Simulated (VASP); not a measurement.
# BN in VASP: a series of runs, part 2 of 2

VASP 6.6.1.

### Step 6. Single point, r2SCAN (strain +4.0%)

File POSCAR:

```
BN
1.0
    0.0000000000      1.8770184676      1.8770184676
    1.8770184676      0.0000000000      1.8770184676
    1.8770184676      1.8770184676      0.0000000000
B N
1 1
Direct
    0.0000000000      0.0000000000      0.0000000000
    0.2500000000      0.2500000000      0.2500000000
```

File INCAR.step1:

```
SYSTEM = BN
PREC     = Accurate       ! precision mode
ENCUT    = 520            ! plane-wave cutoff, eV
ISMEAR   = 0              ! smearing method
SIGMA    = 0.01           ! smearing width, eV
LREAL    = .FALSE.        ! projectors in reciprocal space
LASPH    = .TRUE.         ! aspherical terms in the spheres
NELM     = 60             ! most SCF steps
NBANDS   = 11             ! bands
GGA      = PE             ! functional
ALGO     = Normal         ! electronic algorithm
EDIFF    = 1E-4           ! SCF threshold, eV
LWAVE    = .TRUE.         ! write WAVECAR
LCHARG   = .FALSE.        ! write CHGCAR
```

File INCAR.step2:

```
SYSTEM = BN
PREC     = Accurate       ! precision mode
ENCUT    = 520            ! plane-wave cutoff, eV
EDIFF    = 1E-7           ! SCF threshold, eV
ISMEAR   = 0              ! smearing method
SIGMA    = 0.01           ! smearing width, eV
LREAL    = .FALSE.        ! projectors in reciprocal space
LASPH    = .TRUE.         ! aspherical terms in the spheres
NELM     = 60             ! most SCF steps
ALGO     = Normal         ! electronic algorithm
ISIF     = 2              ! what is computed and relaxed
LWAVE    = .FALSE.        ! write WAVECAR
LCHARG   = .TRUE.         ! write CHGCAR
METAGGA  = R2SCAN         ! meta-GGA
LMIXTAU  = .TRUE.       
LELF     = .TRUE.         ! ELF
LVHAR    = .TRUE.       
NBANDS   = 11             ! bands
ISTART   = 1
```

File KPOINTS:

```
regular mesh
0
G
  12 12 12
  0 0 0
```

Potentials or basis: VASP PAW PBE potentials, release 64 (B, N).

Launch:

```sh
$ cat potpaw_PBE.64/B/POTCAR potpaw_PBE.64/N/POTCAR > POTCAR
$ cp INCAR.step1 INCAR
$ mpirun -np 1 vasp_std > vasp.out
$ cp INCAR.step2 INCAR
$ mpirun -np 1 vasp_std > vasp.out
```

OUTCAR:

```text
SYSTEM = BN
   PREC = Accurate
   ENCUT = 520
   EDIFF = 1E-7
   ISMEAR = 0
   LREAL = .FALSE.
   LASPH = .TRUE.
   NELM = 60
   ISIF = 2
   METAGGA = R2SCAN
   ISTART = 1

 ion  position               nearest neighbor table
   1  0.000  0.000  0.000-   2 1.63   2 1.63   2 1.63   2 1.63
   2  0.250  0.250  0.250-   1 1.63   1 1.63   1 1.63   1 1.63

  LATTYP: Found a face centered cubic cell.
 ALAT       =     3.7540369352

  Lattice vectors:

 A1 = (   0.0000000000,   1.8770184676,   1.8770184676)
 A2 = (   1.8770184676,   0.0000000000,   1.8770184676)
 A3 = (   1.8770184676,   1.8770184676,   0.0000000000)

Analysis of symmetry for initial positions (statically):
=====================================================================
 Subroutine PRICEL returns:
 Original cell was already a primitive cell.

 Routine SETGRP: Setting up the symmetry group for a
 face centered cubic supercell.

 Subroutine GETGRP returns: Found 24 space group operations
 (whereof 24 operations were pure point group operations)
 out of a pool of 48 trial point group operations.

The static configuration has the point symmetry T_d .

Analysis of symmetry for dynamics (positions and initial velocities):
=====================================================================
 Subroutine PRICEL returns:
 Original cell was already a primitive cell.

 Routine SETGRP: Setting up the symmetry group for a
 face centered cubic supercell.

 Subroutine GETGRP returns: Found 24 space group operations
 (whereof 24 operations were pure point group operations)
 out of a pool of 48 trial point group operations.

The dynamic configuration has the point symmetry T_d .

 Subroutine INISYM returns: Found 24 space group operations
 (whereof 24 operations are pure point group operations),
 and found     1 'primitive' translations

----------------------------------------------------------------------------------------

                                     Primitive cell

  volume of cell :      13.2262
[... 112 lines left out ...]
  Thomas-Fermi vector in A             =   2.508998
   LORBIT       =      0    0 simple, 1 ext, 2 COOP (PROOUT), +10 PAW based schemes
   METAGGA = R2SCAN    functional components
   LHFCALC =     F    Hartree Fock is set to
   AEXX    =    0.0000 exact exchange contribution
   IVDW    =     0    specifies the selected vdW correction
   LEPSILON=     F    determine dielectric tensor
   LRPA    =     F    only Hartree local field effects (RPA)
 non-spin polarized calculation
 Gauss-broadening in eV      SIGMA  =   0.01
  energy-cutoff  :      520.00
  volume of cell :       13.23
 maximum number of plane-waves:       366
   NGX =  9   NGY =  9   NGZ =  9

 number of electron       8.0000002 magnetization

 Free energy of the ion-electron system (eV)
  ---------------------------------------------------
  ext. energy  EPLUGINS =         0.00000000
  ---------------------------------------------------
  free energy    TOTEN  =       -18.99702989 eV

  energy without entropy =      -18.99702989  energy(sigma->0) =      -18.99702989

 E-fermi :   5.9551     XC(G=0): -13.0566

 val. band max:        5.9125437108   @ k =   0.0000   0.0000   0.0000
 cond. band min:      10.7385294099   @ k =   0.5000   0.5000   0.0000
 fundamental gap:      4.8259856991
 Fermi energy:         5.9550778067

 k-point     1 :       0.0000    0.0000    0.0000
  band No.  band energies     occupation
      1     -14.1239      2.00000
      2       5.9125      2.00000
      3       5.9125      2.00000
      4       5.9125      2.00000
      5      14.8843      0.00000
      6      14.8843      0.00000
      7      14.8843      0.00000
      8      15.0919      0.00000
      9      29.8811      0.00000
     10      33.2971      0.00000
     11      33.2971      0.00000
[... 309 lines left out ...]
 k-point    24 :      -0.4167    0.1667    0.0000
  band No.  band energies     occupation
      1     -10.0189      2.00000
      2      -3.5146      2.00000
      3       1.9885      2.00000
      4       3.5337      2.00000
      5      15.2519      0.00000
      6      17.5438      0.00000
      7      18.1524      0.00000
      8      21.2315      0.00000
      9      26.8496      0.00000
     10      31.0724      0.00000
     11      31.8796      0.00000

 [... further k-points ...]
[... 5 lines left out ...]
  --------------------------------------------------------------------------------------
  -------------------------------------------------------------------------------------
  Total       -3.0067535     -3.0067535     -3.0067535     -0.0000000      0.0000000      0.0000000
  in kB     -364.2275297   -364.2275297   -364.2275297     -0.0000000      0.0000000      0.0000000
  external PRESSURE =    -364.2275297 kB  Pullay stress =       0.0000000 kB

 VOLUME and BASIS-vectors are now :
 -----------------------------------------------------------------------------
  energy-cutoff  :      520.00
  volume of cell :       13.23
      direct lattice vectors                 reciprocal lattice vectors
     0.000000000  1.877018468  1.877018468    -0.266379904  0.266379904  0.266379904
     1.877018468  0.000000000  1.877018468     0.266379904 -0.266379904  0.266379904
     1.877018468  1.877018468  0.000000000     0.266379904  0.266379904 -0.266379904

 POSITION                                       TOTAL-FORCE (eV/Angst)
 -----------------------------------------------------------------------------------
      0.00000      0.00000      0.00000         0.000000      0.000000      0.000000
      0.93851      0.93851      0.93851        -0.000000     -0.000000     -0.000000
 -----------------------------------------------------------------------------------
    total drift:                               -0.000000     -0.000000      0.000000

  FREE ENERGIE OF THE ION-ELECTRON SYSTEM (eV)
  ---------------------------------------------------
  free  energy   TOTEN  =       -18.9970298857 eV

  energy  without entropy=      -18.9970298856  energy(sigma->0) =      -18.99702989
```

OUTCAR.step1:

```text
SYSTEM = BN
   PREC = Accurate
   ENCUT = 520
   ISMEAR = 0
   LREAL = .FALSE.
   LASPH = .TRUE.
[... 557 lines left out ...]
      0.00000      0.00000      0.00000        -0.000000     -0.000000     -0.000000
      0.93851      0.93851      0.93851         0.000000      0.000000      0.000000
 -----------------------------------------------------------------------------------
    total drift:                               -0.000000     -0.000000     -0.000000

  FREE ENERGIE OF THE ION-ELECTRON SYSTEM (eV)
  ---------------------------------------------------
  free  energy   TOTEN  =       -17.3099690501 eV

  energy  without entropy=      -17.3099690501  energy(sigma->0) =      -17.30996905
```

OSZICAR.step1:

```text
N       E                     dE             d eps       ncg     rms          rms(c)
DAV:   1     0.100184899251E+02    0.10018E+02   -0.48591E+03  1611   0.722E+02
DAV:   2    -0.175774577022E+02   -0.27596E+02   -0.26475E+02  1942   0.159E+02
DAV:   3    -0.181195282581E+02   -0.54207E+00   -0.54127E+00  1875   0.193E+01
DAV:   4    -0.181202263413E+02   -0.69808E-03   -0.69807E-03  1680   0.796E-01
DAV:   5    -0.181202271449E+02   -0.80362E-06   -0.80362E-06  1743   0.259E-02    0.612E+00
DAV:   6    -0.173613800554E+02    0.75885E+00   -0.31659E+00  1662   0.967E+00    0.291E+00
DAV:   7    -0.173203555730E+02    0.41024E-01   -0.68088E-02  1713   0.227E+00    0.178E+00
DAV:   8    -0.173097995156E+02    0.10556E-01   -0.30369E-02  1745   0.124E+00    0.142E-01
DAV:   9    -0.173098590751E+02   -0.59559E-04   -0.12454E-03  1701   0.251E-01    0.726E-02
DAV:  10    -0.173099623783E+02   -0.10330E-03   -0.13908E-04  1669   0.101E-01    0.140E-02
DAV:  11    -0.173099690501E+02   -0.66719E-05   -0.11996E-05   801   0.282E-02
   1 F= -.17309969E+02 E0= -.17309969E+02  d E =-.263792E-45
```

Wall time 61 s (1 thread of Intel Xeon 8259CL, shared host); peak memory 0.13 GiB.

What came out:

| Property | Result |
| --- | --- |
| Free energy | -18.9970 eV |
| Pressure | -36.4 GPa |
| Band gap on the k mesh | 4.83 eV, indirect (least direct gap 8.97 eV) |

Caveat: the cell differs from its parent crystal (strain +4.0%); the PAW data sets were made with another functional, which shifts forces and pressure a little.

### Step 7. The runs side by side

| level | cell | k mesh | smearing | gap on the mesh (eV) | pressure (GPa) |
| --- | --- | --- | --- | --- | --- |
| PBE | a = 2.552, b = 2.552, c = 2.527 Å, angles 60.3, 60.3, 60.7°, 2 atoms | 6 × 6 × 6 | gaussian 0.01 eV | 4.39 | 5.2 |
| PBE | a = 2.552 Å, angles 60.0°, 2 atoms | 12 × 12 × 12 | fermi-dirac 0.02 eV | 4.46 | 5.0 |
| PBE | a = 2.655 Å, angles 60.0°, 2 atoms | 12 × 12 × 12 | fermi-dirac 0.02 eV | 4.33 | -32.2 |
| r2SCAN | a = 2.552 Å, angles 60.0°, 2 atoms | 12 × 12 × 12 | gaussian 0.01 eV | 4.98 | 1.1 |
| r2SCAN | a = 2.655 Å, angles 60.0°, 2 atoms | 12 × 12 × 12 | gaussian 0.01 eV | 4.83 | -36.4 |

Alike in all rows: task single point; potentials or basis VASP PAW PBE potentials, release 64 (B, N); no spin polarisation; cutoff (eV) 520.

Caveats: some runs use coarse meshes; the PAW data sets were made with another functional, which shifts forces and pressure a little (some runs).

Absolute energies hang on the potentials; compare differences alone.
